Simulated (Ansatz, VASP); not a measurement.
## ZrC in VASP and in Ansatz

The input INCAR:

```
SYSTEM = ZrC
PREC = Accurate
ENCUT = 520
EDIFF = 1E-7
ISMEAR = -1
SIGMA = 0.05
LREAL = .FALSE.
LASPH = .TRUE.
NELM = 100
ALGO = Normal
ISIF = 2
LWAVE = .FALSE.
LCHARG = .FALSE.
GGA = PS
NBANDS = 15
```

File KPOINTS:

```
regular mesh
0
G
  15 15 15
  0 0 0
```

The input POSCAR:

```
ZrC
1.0
    0.0000000000      2.3657747582      2.3657747582
    2.3657747582      0.0000000000      2.3657747582
    2.3657747582      2.3657747582      0.0000000000
Zr C
1 1
Direct
    0.5000000000      0.5000000000      0.5000000000
    0.0000000000      0.0000000000      0.0000000000
```

Input for Ansatz:

```yaml
crystal:
  lattice:
    - [0.0, 2.3657747582, 2.3657747582]
    - [2.3657747582, 0.0, 2.3657747582]
    - [2.3657747582, 2.3657747582, 0.0]
  atoms:
    - { symbol: Zr, position: [0.5, 0.5, 0.5] }
    - { symbol: C, position: [0.0, 0.0, 0.0] }
kpoints:
  mp_grid: { grid: [15, 15, 15] }
  band_path:
    path:
      - [0.0, 0.0, 0.0]
      - [0.5, 0.0, 0.5]
      - [0.625, 0.25, 0.625]
      - [0.375, 0.375, 0.75]
      - [0.0, 0.0, 0.0]
      - [0.5, 0.5, 0.5]
      - [0.5, 0.25, 0.75]
      - [0.5, 0.0, 0.5]
    npoints: 5
scf:
  occupations: { method: fermi_dirac, width: 0.05 }
hamiltonian:
  xc: pbesol
  pseudopotentials: { kind: all_electron, lapw: { basis_error: 0.0005 } }
output:
  forces: true
  stress: true
  eigenvalues: true
```

Change from the starting cell: volume scaled by 1.02.

Alike in both runs: task single point; functional PBEsol; k mesh 15 × 15 × 15; occupations fermi-dirac, width 0.05 eV; no spin polarisation.

|  | VASP | Ansatz |
| --- | --- | --- |
| version | VASP 6.6.1 | Ansatz 0.2.0 |
| potentials or method | VASP PAW PBE potentials, release 64 (Zr_sv, C), cutoff 520 eV | all-electron LAPW, scalar-relativistic |

|  | VASP | Ansatz | Ansatz less VASP |
| --- | --- | --- | --- |
| pressure (GPa) | -8.4 | -8.7 | -0.28 |

VASP's potentials were made for PBE, not for PBEsol. Ansatz ran all-electron here, and VASP with PAW potentials.
